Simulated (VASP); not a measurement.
# HfC (rocksalt type) (Fm-3m) in VASP: further runs

Runs on HfC (rocksalt type). Level: LDA. Tasks: single point.

All numbers are computed with VASP 6.6.1; they aren't measurements. Logs are shortened: lines on timing, memory, paths and dates and some standing lists are left out, and cuts for length are marked.

### 1 The cell of the first run

It takes space group Fm-3m (No. 225, cubic). Conventional cell: a = 4.245 Å, b = 4.245 Å, c = 4.245 Å, α = 90.00°, β = 90.00°, γ = 90.00°. Within 2.8 Å of Hf (site symmetry m-3m) lie 6 C at 2.12 Å. C (site symmetry m-3m) has 6 Hf at 2.12 Å within 2.8 Å.

### 2 Single point, LDA (9.56 Å³/atom)

INCAR

```
PREC = Accurate ; ENCUT = 520
EDIFF = 1E-6 ; ISMEAR = -1
SIGMA = 0.08 ; LREAL = False
LASPH = True ; NELM = 100
ALGO = Normal ; ISIF = 2
LWAVE = False ; LCHARG = True
GGA = CA ; LELF = True
LVHAR = True ; NBANDS = 14
```

KPOINTS

```
Automatic mesh
0
Gamma
  17 17 17
```

POSCAR

```
HfC
1.0
    0.0000000000      2.1224242169      2.1224242169
    2.1224242169      0.0000000000      2.1224242169
    2.1224242169      2.1224242169      0.0000000000
Hf C
1 1
Direct
    0.0000000000      0.0000000000      0.0000000000
    0.5000000000      0.5000000000      0.5000000000
```

Potentials or basis: VASP PAW LDA potentials, release 64 (Hf_pv, C).

Run with:

```sh
cat potpaw_LDA.64/Hf_pv/POTCAR potpaw_LDA.64/C/POTCAR > POTCAR
mpirun -np 1 vasp_std > vasp.out
```

OUTCAR:

```text
PREC = Accurate
   ENCUT = 520
   EDIFF = 1E-6
   ISMEAR = -1
   LREAL = False
   LASPH = True
   NELM = 100
   ISIF = 2
   GGA = CA

 ion  position               nearest neighbor table
   1  0.000  0.000  0.000-   2 2.12   2 2.12   2 2.12   2 2.12   2 2.12   2 2.12
   2  0.500  0.500  0.500-   1 2.12   1 2.12   1 2.12   1 2.12   1 2.12   1 2.12

  LATTYP: Found a face centered cubic cell.
 ALAT       =     4.2448484338

  Lattice vectors:

 A1 = (   0.0000000000,   2.1224242169,   2.1224242169)
 A2 = (   2.1224242169,   0.0000000000,   2.1224242169)
 A3 = (   2.1224242169,   2.1224242169,   0.0000000000)

Analysis of symmetry for initial positions (statically):
=====================================================================
 Subroutine PRICEL returns:
 Original cell was already a primitive cell.

 Routine SETGRP: Setting up the symmetry group for a
 face centered cubic supercell.

 Subroutine GETGRP returns: Found 48 space group operations
 (whereof 48 operations were pure point group operations)
 out of a pool of 48 trial point group operations.

The static configuration has the point symmetry O_h .

Analysis of symmetry for dynamics (positions and initial velocities):
=====================================================================
 Subroutine PRICEL returns:
 Original cell was already a primitive cell.

 Routine SETGRP: Setting up the symmetry group for a
 face centered cubic supercell.

 Subroutine GETGRP returns: Found 48 space group operations
 (whereof 48 operations were pure point group operations)
 out of a pool of 48 trial point group operations.

The dynamic configuration has the point symmetry O_h .

 Subroutine INISYM returns: Found 48 space group operations
 (whereof 48 operations are pure point group operations),
 and found     1 'primitive' translations

----------------------------------------------------------------------------------------

                                     Primitive cell

  volume of cell :      19.1217

  direct lattice vectors                    reciprocal lattice vectors
     0.000000000  2.122424217  2.122424217    -0.235579672  0.235579672  0.235579672
     2.122424217  0.000000000  2.122424217     0.235579672 -0.235579672  0.235579672
     2.122424217  2.122424217  0.000000000     0.235579672  0.235579672 -0.235579672

  length of vectors
     3.001561113  3.001561113  3.001561113     0.408035960  0.408035960  0.408035960

  position of ions in fractional coordinates (direct lattice)
     0.000000000  0.000000000  0.000000000
     0.500000000  0.500000000  0.500000000

  ion indices of the primitive-cell ions
   primitive index   ion index
                 1           1
                 2           2

----------------------------------------------------------------------------------------

 KPOINTS: Automatic mesh

Automatic generation of k-mesh.
 Grid dimensions read from file:
 generate k-points for:   17   17   17

 Generating k-lattice:

  Cartesian coordinates                     Fractional coordinates (reciprocal lattice)
    -0.013857628  0.013857628  0.013857628     0.058823529  0.000000000  0.000000000
     0.013857628 -0.013857628  0.013857628     0.000000000  0.058823529  0.000000000
     0.013857628  0.013857628 -0.013857628     0.000000000  0.000000000  0.058823529

  Length of vectors
     0.024002115  0.024002115  0.024002115

  Shift w.r.t. Gamma in fractional coordinates (k-lattice)
     0.000000000  0.000000000  0.000000000

 Subroutine IBZKPT returns following result:
 ===========================================

 Found    165 irreducible k-points:

 Following reciprocal coordinates:
            Coordinates               Weight
  0.000000  0.000000  0.000000      1.000000
  0.058824  0.000000  0.000000      8.000000
  0.117647  0.000000  0.000000      8.000000
  0.176471  0.000000  0.000000      8.000000
  0.235294  0.000000  0.000000      8.000000
  0.294118  0.000000  0.000000      8.000000
[... 16 lines left out ...]
 -0.176471  0.058824  0.000000     24.000000
 -0.117647  0.058824  0.000000     24.000000
 [... further k-points ...]
   k-points           NKPTS =    165   k-points in BZ     NKDIM =    165   number of bands    NBANDS=     14
   number of dos      NEDOS =    301   number of ions     NIONS =      2
   total plane-waves  NPLWV =  13824
   dimension x,y,z NGX =    24 NGY =   24 NGZ =   24
   dimension x,y,z NGXF=    48 NGYF=   48 NGZF=   48
   ions per type =               1   1
   NGX,Y,Z   is equivalent  to a cutoff of  13.29, 13.29, 13.29 a.u.
   NGXF,Y,Z  is equivalent  to a cutoff of  26.59, 26.59, 26.59 a.u.
 SYSTEM =  unknown system
   PREC   = accura    normal or accurate (medium, high low for compatibility)
   ISTART =      0    job   : 0-new  1-cont  2-samecut
   ICHARG =      2    charge: 1-file 2-atom 10-const
   ISPIN  =      1    spin polarized calculation?
   LNONCOLLINEAR =      F non collinear calculations
   LSORBIT =      F    spin-orbit coupling
   LASPH  =      T    aspherical Exc in radial PAW
   ENCUT  =  520.0 eV  38.22 Ry    6.18 a.u.   5.58  5.58  5.58*2*pi/ulx,y,z
   NELM   =    100;   NELMIN=  2; NELMDL= -5     # of ELM steps
   EDIFF  = 0.1E-05   stopping-criterion for ELM
   LREAL  =      F    real-space projection
   EDIFFG = 0.1E-04   stopping-criterion for IOM
   NSW    =      0    number of steps for IOM
   IBRION =     -1    ionic relax: 0-MD 1-quasi-New 2-CG
   NFREE  =      0    steps in history (QN), initial steepest desc. (CG)
   ISIF   =      2    stress and relaxation
   ISYM   =      2    0-nonsym 1-usesym 2-fastsym
   POTIM  = 0.5000    time-step for ionic-motion
   TEBEG  =    0.0;   TEEND  =   0.0 temperature during run
   PSTRESS=    0.0 pullay stress
   NELECT =      14.0000    total number of electrons
   NUPDOWN=      -1.0000    fix difference up-down
   EMIN   =  10.00;   EMAX   =-10.00  energy-range for DOS
   EFERMI =   0.00;   METHOD = LEGACY
   ISMEAR =    -1;   SIGMA  =   0.08  broadening in eV -4-tet -1-fermi 0-gaus
   EFERMI_NEDOS =   21; number of points for ismear=-14 and -15
   IALGO  =     38    algorithm
   IMIX   =      4    mixing-type and parameters
     AMIX     =   0.40;   BMIX     =  1.00
     AMIX_MAG =   1.60;   BMIX_MAG =  1.00
  volume/ion in A,a.u.               =       9.56        64.52
  Fermi-wavevector in a.u.,A,eV,Ry     =   1.475509  2.788308 29.621625  2.177128
  Thomas-Fermi vector in A             =   2.590150
   LORBIT       =      0    0 simple, 1 ext, 2 COOP (PROOUT), +10 PAW based schemes
   GGA     = CA    functional components
   LHFCALC =     F    Hartree Fock is set to
   AEXX    =    0.0000 exact exchange contribution
   IVDW    =     0    specifies the selected vdW correction
   LEPSILON=     F    determine dielectric tensor
   LRPA    =     F    only Hartree local field effects (RPA)
 non-spin polarized calculation
  energy-cutoff  :      520.00
  volume of cell :       19.12
 maximum number of plane-waves:       534
   NGX = 11   NGY = 11   NGZ = 11

 number of electron      13.9999999 magnetization

 Free energy of the ion-electron system (eV)
  ---------------------------------------------------
  ext. energy  EPLUGINS =         0.00000000
  ---------------------------------------------------
  free energy    TOTEN  =       -21.71431970 eV

  energy without entropy =      -21.70946811  energy(sigma->0) =      -21.71189390

 E-fermi :   8.2922     XC(G=0): -13.8717

 val. band max:        8.2054328274   @ k =   0.3529   0.2941   0.0000
 cond. band min:       8.3129252018   @ k =   0.4706   0.4118   0.0000
 fundamental gap:      0.1074923744
 Fermi energy:         8.2921827526

 k-point     1 :       0.0000    0.0000    0.0000
  band No.  band energies     occupation
      1     -19.8798      2.00000
      2     -19.8798      2.00000
      3     -19.8798      2.00000
      4      -5.2327      2.00000
      5       9.4021      0.00000
      6       9.4021      0.00000
      7       9.4021      0.00000
      8       9.4943      0.00000
      9       9.4943      0.00000
     10       9.4943      0.00000
     11      12.3926      0.00000
     12      12.3926      0.00000
     13      18.7818      0.00000
     14      20.0426      0.00000

 k-point     2 :       0.0588    0.0000    0.0000
  band No.  band energies     occupation
      1     -19.9521      2.00000
      2     -19.8854      2.00000
      3     -19.8854      2.00000
      4      -5.0910      2.00000
      5       8.4437      0.26161
      6       8.7213      0.00932
      7       8.7213      0.00932
      8       9.8078      0.00000
      9       9.8078      0.00000
     10      10.2440      0.00000
     11      13.0109      0.00000
     12      13.0109      0.00000
     13      18.9504      0.00000
     14      20.3881      0.00000

 k-point     3 :       0.1176    0.0000    0.0000
  band No.  band energies     occupation
      1     -20.1538      2.00000
      2     -19.9012      2.00000
      3     -19.9012      2.00000
      4      -4.6844      2.00000
      5       7.3183      1.99999
      6       7.7387      1.99802
      7       7.7387      1.99802
      8      10.2045      0.00000
      9      10.2045      0.00000
     10      10.8184      0.00000
     11      14.3408      0.00000
     12      14.3408      0.00000
     13      19.4032      0.00000
     14      21.3683      0.00000
[... 324 lines left out ...]
 k-point    23 :      -0.1765    0.0588    0.0000
  band No.  band energies     occupation
      1     -20.5674      2.00000
      2     -20.0029      2.00000
      3     -19.9089      2.00000
      4      -3.7210      2.00000
      5       5.5877      2.00000
      6       6.1773      2.00000
      7       6.6503      2.00000
      8      10.6205      0.00000
      9      11.2863      0.00000
     10      12.0413      0.00000
     11      15.6194      0.00000
     12      17.4379      0.00000
     13      20.3308      0.00000
     14      22.6488      0.00000

 k-point    24 :      -0.1176    0.0588    0.0000
  band No.  band energies     occupation
      1     -20.2706      2.00000
      2     -19.9641      2.00000
      3     -19.8896      2.00000
      4      -4.3875      2.00000
      5       6.7176      2.00000
      6       7.0644      2.00000
      7       7.4059      1.99997
      8      10.0331      0.00000
      9      10.9413      0.00000
     10      11.3128      0.00000
     11      14.1922      0.00000
     12      15.7780      0.00000
     13      19.7516      0.00000
     14      22.0678      0.00000

 [... further k-points ...]

------------------------ aborting loop because EDIFF is reached ----------------------------------------

  FORCE on cell =-STRESS in cart. coord.  units (eV):
  Direction    XX          YY          ZZ          XY          YZ          ZX
  --------------------------------------------------------------------------------------
  -------------------------------------------------------------------------------------
  Total       11.2565545     11.2565545     11.2565545      0.0000000     -0.0000000     -0.0000000
  in kB      943.1689326    943.1689326    943.1689326      0.0000000     -0.0000000     -0.0000000
  external PRESSURE =     943.1689326 kB  Pullay stress =       0.0000000 kB

 VOLUME and BASIS-vectors are now :
 -----------------------------------------------------------------------------
  energy-cutoff  :      520.00
  volume of cell :       19.12
      direct lattice vectors                 reciprocal lattice vectors
     0.000000000  2.122424217  2.122424217    -0.235579672  0.235579672  0.235579672
     2.122424217  0.000000000  2.122424217     0.235579672 -0.235579672  0.235579672
     2.122424217  2.122424217  0.000000000     0.235579672  0.235579672 -0.235579672

 POSITION                                       TOTAL-FORCE (eV/Angst)
 -----------------------------------------------------------------------------------
      0.00000      0.00000      0.00000         0.000000     -0.000000      0.000000
      2.12242      2.12242      2.12242        -0.000000      0.000000     -0.000000
 -----------------------------------------------------------------------------------
    total drift:                                0.000000     -0.000000     -0.000000

  FREE ENERGIE OF THE ION-ELECTRON SYSTEM (eV)
  ---------------------------------------------------
  free  energy   TOTEN  =       -21.7143197017 eV

  energy  without entropy=      -21.7094681075  energy(sigma->0) =      -21.71189390
```

Wall time 41 s (1 thread of Intel Xeon 8259CL, shared host); peak memory 0.16 GiB.

Results:

* Free energy: -21.7143 eV
* Pressure: 94.3 GPa
* Band gap on the k mesh: zero (bands 7 and 8 overlap by 1.59 eV)

Caveat: the cell stands under pressure; spin-orbit coupling is left out, which moves the levels of the heavy elements.

### 3 Single point, LDA (10.52 Å³/atom)

This run uses another cell than the first one, of 10.52 Å³/atom.

INCAR

```
SYSTEM = HfC
ALGO = Normal
EDIFF = 1E-6
ENCUT = 520
ISIF = 2
ISMEAR = -1
LASPH = .True.
LCHARG = .False.
LREAL = .False.
LWAVE = .False.
NBANDS = 14
NELM = 100
PREC = Accurate
SIGMA = 0.08
```

KPOINTS

```
k-points
0
Gamma
  17 17 17
  0 0 0
```

POSCAR

```
HfC
1.0
    0.0000000000      2.1909363157      2.1909363157
    2.1909363157      0.0000000000      2.1909363157
    2.1909363157      2.1909363157      0.0000000000
Hf C
1 1
Direct
    0.0000000000      0.0000000000      0.0000000000
    0.5000000000      0.5000000000      0.5000000000
```

Potentials or basis: VASP PAW LDA potentials, release 64 (Hf_pv, C).

Run with:

```sh
cat potpaw_LDA.64/Hf_pv/POTCAR potpaw_LDA.64/C/POTCAR > POTCAR
mpirun -np 1 vasp_std > vasp.out
```

Wall time 40 s (1 thread of Intel Xeon 8259CL, shared host); peak memory 0.17 GiB.

It converged, with:

```
Free energy            : -22.5265 eV
Pressure               : 45.1 GPa
Band gap on the k mesh : zero (bands 7 and 8 overlap by 1.54 eV)
```

Levels at points of the mesh, in eV from the Fermi level:
```tsv
k point	band 4	band 5	band 6	band 7	band 8	band 9	band 10	band 11
(0.00, 0.00, 0.00)	-13.04	1.10	1.10	1.10	1.29	1.29	1.29	3.85
```

Caveat: the cell stands under pressure; spin-orbit coupling is left out, which moves the levels of the heavy elements.

### 4 Single point, LDA (11.23 Å³/atom)

This run uses another cell than the first one, of 11.23 Å³/atom.

INCAR

```
  ALGO = Normal
  EDIFF = 1E-6
  ENCUT = 520
  ISIF = 2
  ISMEAR = -1
  LASPH = T
  LCHARG = F
  LREAL = F
  LWAVE = F
  NBANDS = 14
  NELM = 100
  PREC = Accurate
  SIGMA = 0.08
```

KPOINTS

```
k-points
0
Gamma
  17 17 17
```

POSCAR

```
HfC
1.0
    0.0000000000      2.2396396517      2.2396396517
    2.2396396517      0.0000000000      2.2396396517
    2.2396396517      2.2396396517      0.0000000000
Hf C
1 1
Direct
    0.0000000000      0.0000000000      0.0000000000
    0.5000000000      0.5000000000      0.5000000000
```

Run with:

```sh
cat potpaw_LDA.64/Hf_pv/POTCAR potpaw_LDA.64/C/POTCAR > POTCAR
mpirun -np 1 vasp_std > vasp.out
```

Wall time 48 s (1 thread of Intel Xeon 8259CL, shared host); peak memory 0.17 GiB.

The run converged. Its results:

| Property | Result |
| --- | --- |
| Free energy | -22.8106 eV |
| Pressure | 19.6 GPa |
| Band gap on the k mesh | zero (bands 7 and 8 overlap by 1.50 eV) |

Levels at points of the mesh, in eV from the Fermi level:
| k point | band 4 | band 5 | band 6 | band 7 | band 8 | band 9 | band 10 | band 11 |
| --- | --- | --- | --- | --- | --- | --- | --- | --- |
| (0.00, 0.00, 0.00) | -12.71 | 1.08 | 1.08 | 1.08 | 1.31 | 1.31 | 1.31 | 3.67 |

Caveat: the cell stands under pressure; spin-orbit coupling is left out, which moves the levels of the heavy elements.

### 5 Single point, LDA

This run uses another cell than the first one, of 11.95 Å³/atom.

INCAR

```
SYSTEM = HfC
PREC = Accurate ; ENCUT = 520
EDIFF = 1E-7 ; ISMEAR = -1
SIGMA = 0.08 ; LREAL = .FALSE.
LASPH = .TRUE. ; NELM = 80
ALGO = Normal ; ISIF = 2
LWAVE = .FALSE. ; LCHARG = .FALSE.
NBANDS = 14
```

KPOINTS

```
Automatic mesh
0
G
  17 17 17
  0 0 0
```

POSCAR

```
HfC
1.0
    0.0000000000      2.2863121800      2.2863121800
    2.2863121800      0.0000000000      2.2863121800
    2.2863121800      2.2863121800      0.0000000000
Hf C
1 1
Direct
    0.0000000000      0.0000000000      0.0000000000
    0.5000000000      0.5000000000      0.5000000000
```

Run with:

```sh
cat potpaw_LDA.64/Hf_pv/POTCAR potpaw_LDA.64/C/POTCAR > POTCAR
mpirun -np 1 vasp_std > vasp.out
```

Run time: 49 s. Hardware: 1 thread of Intel Xeon 8259CL, shared host; peak memory 0.17 GiB.

It converged, with:

```yaml
Free_energy: -22.8974 eV
Pressure: 0.7 GPa
Band_gap_on_the_k_mesh: zero (bands 7 and 8 overlap by 1.46 eV)
```

Levels at points of the mesh, in eV from the Fermi level:
```tsv
k point	band 3	band 4	band 5	band 6	band 7	band 8	band 9	band 10	band 11	band 12
(0.00, 0.00, 0.00)	-29.16	-12.39	1.05	1.05	1.05	1.32	1.32	1.32	3.48	3.48
```

Caveat: spin-orbit coupling is left out, which moves the levels of the heavy elements.

### 6 Single point, LDA (11.95 Å³/atom)

This run uses another cell than the first one, of 11.95 Å³/atom.

INCAR

```
ALGO     = Normal         # electronic algorithm
EDIFF    = 1E-6           # SCF threshold, eV
ENCUT    = 520            # plane-wave cutoff, eV
ISIF     = 2              # what is computed and relaxed
ISMEAR   = -1             # smearing method
LASPH    = True           # aspherical terms in the spheres
LCHARG   = False          # write CHGCAR
LREAL    = False          # projectors in reciprocal space
LWAVE    = False          # write WAVECAR
NBANDS   = 14             # bands
NELM     = 60             # most SCF steps
PREC     = Accurate       # precision mode
SIGMA    = 0.08           # smearing width, eV
```

KPOINTS

```
k-points
0
Gamma
  17 17 17
```

POSCAR is that of step 5.

Potentials or basis: VASP PAW LDA potentials, release 64 (Hf_pv, C).

Run with:

```sh
cat potpaw_LDA.64/Hf_pv/POTCAR potpaw_LDA.64/C/POTCAR > POTCAR
mpirun -np 1 vasp_std > vasp.out
```

It took 47 s on 1 thread of Intel Xeon 8259CL, shared host; peak memory 0.17 GiB.

The run converged. Its results:

```
Free energy            : -22.8974 eV
Pressure               : 0.7 GPa
Band gap on the k mesh : zero (bands 7 and 8 overlap by 1.46 eV)
```

Levels at points of the mesh, in eV from the Fermi level:
```
           k point  band 5  band 6  band 7  band 8  band 9  band 10
(0.00, 0.00, 0.00)    1.05    1.05    1.05    1.31    1.31     1.31
```

Caveat: spin-orbit coupling is left out, which moves the levels of the heavy elements.

### 7 The runs side by side

```csv
cell,gap on the mesh (eV),pressure (GPa)
"a = 3.002 Å, angles 60.0°, 2 atoms",none,94.3
"a = 3.098 Å, angles 60.0°, 2 atoms",none,45.1
"a = 3.167 Å, angles 60.0°, 2 atoms",none,19.6
"a = 3.233 Å, angles 60.0°, 2 atoms",none,0.7
```

Alike in all rows: task single point; level LDA; potentials or basis VASP PAW LDA potentials, release 64 (Hf_pv, C); no spin polarisation; k mesh 17 × 17 × 17; cutoff (eV) 520; smearing fermi-dirac 0.08 eV.

Caveats: spin-orbit coupling is left out, which moves the levels of the heavy elements; the cell stands under pressure (at least some runs).

Total energies depend on the potentials used, so only differences within one code and one set of settings carry meaning.
